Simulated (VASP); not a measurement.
# AgBr (Fm-3m) in VASP: further runs

The runs below take AgBr through single point, with PBEsol.

Program: VASP 6.6.1. These are calculated values, not measurements. Logs are shortened: lines on timing, memory, paths and dates and some standing lists are left out, and cuts for length are marked.

## Step 1: The cell of the first run

Symmetry: Fm-3m, No. 225, cubic system. Conventional cell: a = 5.640 Å, b = 5.640 Å, c = 5.640 Å, α = 90.00°, β = 90.00°, γ = 90.00°. Within 3.7 Å of Ag (site symmetry m-3m) lie 6 Br at 2.82 Å. Br (site symmetry m-3m) has 6 Ag at 2.82 Å within 3.7 Å.

## Step 2: Single point, PBEsol

The input, INCAR:

```
SYSTEM = AgBr
  ALGO = Normal
  EDIFF = 1E-6
  ENCUT = 500
  GGA = PS
  GGA_COMPAT = .False.
  ISIF = 2
  ISMEAR = 0
  LASPH = .True.
  LCHARG = .False.
  LREAL = .False.
  LWAVE = .False.
  NBANDS = 16
  NELM = 120
  PREC = Accurate
  SIGMA = 0.01
```

The input, KPOINTS:

```
k-points
0
Gamma
  8 8 8
  0 0 0
```

The input, POSCAR:

```
AgBr
1.0
    0.0000000000      2.8202204415      2.8202204415
    2.8202204415      0.0000000000      2.8202204415
    2.8202204415      2.8202204415      0.0000000000
Ag Br
1 1
Direct
    0.0000000000      0.0000000000      0.0000000000
    0.5000000000      0.5000000000      0.5000000000
```

Potentials or basis: VASP PAW PBE potentials, release 64 (Ag, Br).

Started as:

```bash
cat potpaw_PBE.64/Ag/POTCAR potpaw_PBE.64/Br/POTCAR > POTCAR
mpirun -np 1 vasp_std > vasp.out
```

OUTCAR:

```text
SYSTEM = AgBr
   EDIFF = 1E-6
   ENCUT = 500
   GGA = PS
   ISIF = 2
   ISMEAR = 0
   LASPH = .True.
   LREAL = .False.
   NELM = 120
   PREC = Accurate

 ion  position               nearest neighbor table
   1  0.000  0.000  0.000-   2 2.82   2 2.82   2 2.82   2 2.82   2 2.82   2 2.82
   2  0.500  0.500  0.500-   1 2.82   1 2.82   1 2.82   1 2.82   1 2.82   1 2.82

  LATTYP: Found a face centered cubic cell.
 ALAT       =     5.6404408830

  Lattice vectors:

 A1 = (   0.0000000000,   2.8202204415,   2.8202204415)
 A2 = (   2.8202204415,   0.0000000000,   2.8202204415)
 A3 = (   2.8202204415,   2.8202204415,   0.0000000000)

Analysis of symmetry for initial positions (statically):
=====================================================================
 Subroutine PRICEL returns:
 Original cell was already a primitive cell.

 Routine SETGRP: Setting up the symmetry group for a
 face centered cubic supercell.

 Subroutine GETGRP returns: Found 48 space group operations
 (whereof 48 operations were pure point group operations)
 out of a pool of 48 trial point group operations.

The static configuration has the point symmetry O_h .

Analysis of symmetry for dynamics (positions and initial velocities):
=====================================================================
 Subroutine PRICEL returns:
 Original cell was already a primitive cell.

 Routine SETGRP: Setting up the symmetry group for a
 face centered cubic supercell.

 Subroutine GETGRP returns: Found 48 space group operations
 (whereof 48 operations were pure point group operations)
 out of a pool of 48 trial point group operations.

The dynamic configuration has the point symmetry O_h .

 Subroutine INISYM returns: Found 48 space group operations
 (whereof 48 operations are pure point group operations),
 and found     1 'primitive' translations

----------------------------------------------------------------------------------------

                                     Primitive cell

  volume of cell :      44.8621

  direct lattice vectors                    reciprocal lattice vectors
     0.000000000  2.820220442  2.820220442    -0.177291106  0.177291106  0.177291106
     2.820220442  0.000000000  2.820220442     0.177291106 -0.177291106  0.177291106
     2.820220442  2.820220442  0.000000000     0.177291106  0.177291106 -0.177291106

  length of vectors
[... 72 lines left out ...]
 SYSTEM =  AgBr
   PREC   = accura    normal or accurate (medium, high low for compatibility)
   ISTART =      0    job   : 0-new  1-cont  2-samecut
   ICHARG =      2    charge: 1-file 2-atom 10-const
   ISPIN  =      1    spin polarized calculation?
   LNONCOLLINEAR =      F non collinear calculations
   LSORBIT =      F    spin-orbit coupling
   LASPH  =      T    aspherical Exc in radial PAW
   ENCUT  =  500.0 eV  36.75 Ry    6.06 a.u.   7.27  7.27  7.27*2*pi/ulx,y,z
   NELM   =    120;   NELMIN=  2; NELMDL= -5     # of ELM steps
   EDIFF  = 0.1E-05   stopping-criterion for ELM
   LREAL  =      F    real-space projection
[... 7 lines left out ...]
   TEBEG  =    0.0;   TEEND  =   0.0 temperature during run
   PSTRESS=    0.0 pullay stress
   NELECT =      18.0000    total number of electrons
   NUPDOWN=      -1.0000    fix difference up-down
   EMIN   =  10.00;   EMAX   =-10.00  energy-range for DOS
   EFERMI =   0.00;   METHOD = LEGACY
   ISMEAR =     0;   SIGMA  =   0.01  broadening in eV -4-tet -1-fermi 0-gaus
   EFERMI_NEDOS =   21; number of points for ismear=-14 and -15
   IALGO  =     38    algorithm
   IMIX   =      4    mixing-type and parameters
     AMIX     =   0.40;   BMIX     =  1.00
     AMIX_MAG =   1.60;   BMIX_MAG =  1.00
  volume/ion in A,a.u.               =      22.43       151.37
  Fermi-wavevector in a.u.,A,eV,Ry     =   1.207460  2.281768 19.836732  1.457959
  Thomas-Fermi vector in A             =   2.343097
   LORBIT       =      0    0 simple, 1 ext, 2 COOP (PROOUT), +10 PAW based schemes
   GGA     = PS    functional components
   LHFCALC =     F    Hartree Fock is set to
   AEXX    =    0.0000 exact exchange contribution
   IVDW    =     0    specifies the selected vdW correction
   LEPSILON=     F    determine dielectric tensor
   LRPA    =     F    only Hartree local field effects (RPA)
 non-spin polarized calculation
 Gauss-broadening in eV      SIGMA  =   0.01
  energy-cutoff  :      500.00
  volume of cell :       44.86
 maximum number of plane-waves:      1158
 NGX is ok and might be reduce to    30
   NGX = 15   NGY = 15   NGZ = 15

 number of electron      17.9999997 magnetization

 Free energy of the ion-electron system (eV)
  ---------------------------------------------------
  ext. energy  EPLUGINS =         0.00000000
  ---------------------------------------------------
  free energy    TOTEN  =        -5.69581336 eV

  energy without entropy =       -5.69581336  energy(sigma->0) =       -5.69581336

 E-fermi :   4.2688     XC(G=0): -10.3562

 val. band max:        4.1668156892   @ k =   0.5000   0.0000   0.0000
 cond. band min:       4.6648787019   @ k =   0.0000   0.0000   0.0000
 fundamental gap:      0.4980630127
 Fermi energy:         4.2688143760

 k-point     1 :       0.0000    0.0000    0.0000
  band No.  band energies     occupation
      1     -11.3034      2.00000
      2       1.1009      2.00000
      3       1.1009      2.00000
      4       1.1009      2.00000
      5       1.1019      2.00000
      6       1.1019      2.00000
[... 433 lines left out ...]
      3      -0.3233      2.00000
      4      -0.2700      2.00000
      5       1.4040      2.00000
      6       1.4670      2.00000
[... 8 lines left out ...]
     15      16.8374      0.00000
     16      18.5738      0.00000

 [... further k-points ...]

------------------------ aborting loop because EDIFF is reached ----------------------------------------

  FORCE on cell =-STRESS in cart. coord.  units (eV):
  Direction    XX          YY          ZZ          XY          YZ          ZX
  --------------------------------------------------------------------------------------
  -------------------------------------------------------------------------------------
  Total        0.2698245      0.2698245      0.2698245      0.0000000      0.0000000      0.0000000
  in kB        9.6363542      9.6363542      9.6363542      0.0000000      0.0000000      0.0000000
  external PRESSURE =       9.6363542 kB  Pullay stress =       0.0000000 kB

 VOLUME and BASIS-vectors are now :
 -----------------------------------------------------------------------------
  energy-cutoff  :      500.00
  volume of cell :       44.86
      direct lattice vectors                 reciprocal lattice vectors
     0.000000000  2.820220442  2.820220442    -0.177291106  0.177291106  0.177291106
     2.820220442  0.000000000  2.820220442     0.177291106 -0.177291106  0.177291106
     2.820220442  2.820220442  0.000000000     0.177291106  0.177291106 -0.177291106

 POSITION                                       TOTAL-FORCE (eV/Angst)
 -----------------------------------------------------------------------------------
      0.00000      0.00000      0.00000        -0.000000     -0.000000     -0.000000
      2.82022      2.82022      2.82022         0.000000      0.000000      0.000000
 -----------------------------------------------------------------------------------
    total drift:                               -0.000000      0.000000      0.000000

  FREE ENERGIE OF THE ION-ELECTRON SYSTEM (eV)
  ---------------------------------------------------
  free  energy   TOTEN  =        -5.6958133639 eV

  energy  without entropy=       -5.6958133639  energy(sigma->0) =       -5.69581336
```

OSZICAR:

```text
N       E                     dE             d eps       ncg     rms          rms(c)
DAV:   1     0.951195855182E+02    0.95120E+02   -0.83418E+03   952   0.979E+02
DAV:   2    -0.268180579164E+01   -0.97801E+02   -0.90510E+02  1168   0.211E+02
DAV:   3    -0.581038941446E+01   -0.31286E+01   -0.31232E+01  1136   0.401E+01
DAV:   4    -0.582548698838E+01   -0.15098E-01   -0.15097E-01  1128   0.304E+00
DAV:   5    -0.582562870216E+01   -0.14171E-03   -0.14171E-03  1184   0.283E-01    0.732E+00
DAV:   6    -0.570002317558E+01    0.12561E+00   -0.27075E-01  1152   0.717E+00    0.476E+00
DAV:   7    -0.569659419875E+01    0.34290E-02   -0.44047E-02  1008   0.141E+00    0.187E+00
DAV:   8    -0.569585833734E+01    0.73586E-03   -0.27467E-03  1104   0.520E-01    0.275E-01
DAV:   9    -0.569580657146E+01    0.51766E-04   -0.31515E-04  1128   0.200E-01    0.447E-02
DAV:  10    -0.569580999583E+01   -0.34244E-05   -0.13743E-05  1160   0.501E-02    0.168E-02
DAV:  11    -0.569581359616E+01   -0.36003E-05   -0.59115E-06  1112   0.195E-02    0.650E-03
DAV:  12    -0.569581336386E+01    0.23230E-06   -0.30794E-07   616   0.575E-03
   1 F= -.56958134E+01 E0= -.56958134E+01  d E =-.578614E-49
```

stdout:

```text
POSCAR found type information on POSCAR AgBr
 POSCAR found :  2 types and       2 ions
 scaLAPACK will be used
 -----------------------------------------------------------------------------
|                                                                             |
|                                                                             |
|     You enforced a specific xc type in the INCAR file but a different       |
|     I HOPE YOU KNOW WHAT YOU ARE DOING!                                     |
|                                                                             |
 -----------------------------------------------------------------------------

 LDA part: xc-table for (Slater+PW92), standard interpolation
 POSCAR, INCAR and KPOINTS ok, starting setup
 FFT: planning ... GRIDC
 FFT: planning ... GRID_SOFT
 FFT: planning ... GRID
 WAVECAR not read
 entering main loop
```

It took 36 s on 1 thread of Intel Xeon 8259CL, shared host; peak memory 0.17 GiB.

What came out:

```yaml
Free_energy: -5.6958 eV
Pressure: 1.0 GPa
Band_gap_on_the_k_mesh: 0.50 eV, indirect (least direct gap 2.64 eV)
```

Caveat: the PAW data sets were made with another functional, which shifts forces and pressure a little. A k mesh can miss the band edges.

## Step 3: Single point, PBEsol

This run uses another cell than the first one, of 22.05 Å³/atom, 0.983 times its volume.

The input, INCAR:

```
SYSTEM = AgBr
ALGO = Normal
EDIFF = 1E-6
ENCUT = 500
GGA = PS
GGA_COMPAT = .FALSE.
ISIF = 2
ISMEAR = 0
LASPH = .TRUE.
LCHARG = .FALSE.
LREAL = .FALSE.
LWAVE = .FALSE.
NBANDS = 16
NELM = 120
PREC = Accurate
SIGMA = 0.01
```

The input, KPOINTS:

```
k-points
0
G
  8 8 8
  0 0 0
```

The input, POSCAR:

```
AgBr
1.0
    0.0000000000      2.8043638158      2.8043638158
    2.8043638158      0.0000000000      2.8043638158
    2.8043638158      2.8043638158      0.0000000000
Ag Br
1 1
Direct
    0.0000000000      0.0000000000      0.0000000000
    0.5000000000      0.5000000000      0.5000000000
```

Potentials or basis: VASP PAW PBE potentials, release 64 (Ag, Br).

Started as:

```bash
cat potpaw_PBE.64/Ag/POTCAR potpaw_PBE.64/Br/POTCAR > POTCAR
mpirun -np 1 vasp_std > vasp.out
```

OUTCAR:

```text
SYSTEM = AgBr
   EDIFF = 1E-6
   ENCUT = 500
   GGA = PS
   ISIF = 2
   ISMEAR = 0
   LASPH = .TRUE.
   LREAL = .FALSE.
   NELM = 120
   PREC = Accurate

 ion  position               nearest neighbor table
   1  0.000  0.000  0.000-   2 2.80   2 2.80   2 2.80   2 2.80   2 2.80   2 2.80
   2  0.500  0.500  0.500-   1 2.80   1 2.80   1 2.80   1 2.80   1 2.80   1 2.80

  LATTYP: Found a face centered cubic cell.
 ALAT       =     5.6087276316

  Lattice vectors:

 A1 = (   0.0000000000,   2.8043638158,   2.8043638158)
 A2 = (   2.8043638158,   0.0000000000,   2.8043638158)
 A3 = (   2.8043638158,   2.8043638158,   0.0000000000)

Analysis of symmetry for initial positions (statically):
=====================================================================
 Subroutine PRICEL returns:
 Original cell was already a primitive cell.

 Routine SETGRP: Setting up the symmetry group for a
 face centered cubic supercell.

 Subroutine GETGRP returns: Found 48 space group operations
 (whereof 48 operations were pure point group operations)
 out of a pool of 48 trial point group operations.

[... 162 lines left out ...]

 E-fermi :   4.4784     XC(G=0): -10.4434

 val. band max:        4.3898639453   @ k =   0.5000   0.0000   0.0000
 cond. band min:       4.8894355944   @ k =   0.0000   0.0000   0.0000
 fundamental gap:      0.4995716491
 Fermi energy:         4.4784433152

 k-point     1 :       0.0000    0.0000    0.0000
  band No.  band energies     occupation
      1     -11.2010      2.00000
      2       1.2395      2.00000
      3       1.2395      2.00000
      4       1.2395      2.00000
      5       1.2413      2.00000
      6       1.2413      2.00000
[... 433 lines left out ...]
      3      -0.2223      2.00000
      4      -0.1643      2.00000
      5       1.5564      2.00000
      6       1.6210      2.00000
[... 8 lines left out ...]
     15      17.1225      0.00000
     16      18.8533      0.00000

 [... further k-points ...]

------------------------ aborting loop because EDIFF is reached ----------------------------------------

  FORCE on cell =-STRESS in cart. coord.  units (eV):
  Direction    XX          YY          ZZ          XY          YZ          ZX
  --------------------------------------------------------------------------------------
  -------------------------------------------------------------------------------------
  Total        0.5453067      0.5453067      0.5453067      0.0000000      0.0000000      0.0000000
  in kB       19.8069851     19.8069851     19.8069851      0.0000000      0.0000000      0.0000000
  external PRESSURE =      19.8069851 kB  Pullay stress =       0.0000000 kB

 VOLUME and BASIS-vectors are now :
 -----------------------------------------------------------------------------
  energy-cutoff  :      500.00
  volume of cell :       44.11
      direct lattice vectors                 reciprocal lattice vectors
     0.000000000  2.804363816  2.804363816    -0.178293557  0.178293557  0.178293557
     2.804363816  0.000000000  2.804363816     0.178293557 -0.178293557  0.178293557
     2.804363816  2.804363816  0.000000000     0.178293557  0.178293557 -0.178293557

 POSITION                                       TOTAL-FORCE (eV/Angst)
 -----------------------------------------------------------------------------------
      0.00000      0.00000      0.00000         0.000000     -0.000000     -0.000000
      2.80436      2.80436      2.80436         0.000000      0.000000      0.000000
 -----------------------------------------------------------------------------------
    total drift:                               -0.000000      0.000000      0.000000

  FREE ENERGIE OF THE ION-ELECTRON SYSTEM (eV)
  ---------------------------------------------------
  free  energy   TOTEN  =        -5.6888473738 eV

  energy  without entropy=       -5.6888473738  energy(sigma->0) =       -5.68884737
```

stdout:

```text
POSCAR found type information on POSCAR AgBr
 POSCAR found :  2 types and       2 ions
 scaLAPACK will be used
 -----------------------------------------------------------------------------
|                                                                             |
|                                                                             |
|     You enforced a specific xc type in the INCAR file but a different       |
|     I HOPE YOU KNOW WHAT YOU ARE DOING!                                     |
|                                                                             |
 -----------------------------------------------------------------------------

 LDA part: xc-table for (Slater+PW92), standard interpolation
 POSCAR, INCAR and KPOINTS ok, starting setup
 FFT: planning ... GRIDC
 FFT: planning ... GRID_SOFT
 FFT: planning ... GRID
 WAVECAR not read
 entering main loop
```

Wall time 36 s (1 thread of Intel Xeon 8259CL, shared host); peak memory 0.17 GiB.

Results:

| Quantity | Value |
| --- | --- |
| Free energy | -5.6888 eV |
| Pressure | 2.0 GPa |
| Band gap on the k mesh | 0.50 eV, indirect (least direct gap 2.71 eV) |

Caveat: the PAW data sets were made with another functional, which shifts forces and pressure a little. PBEsol gaps usually lie below the measured ones, often by a third to a half.
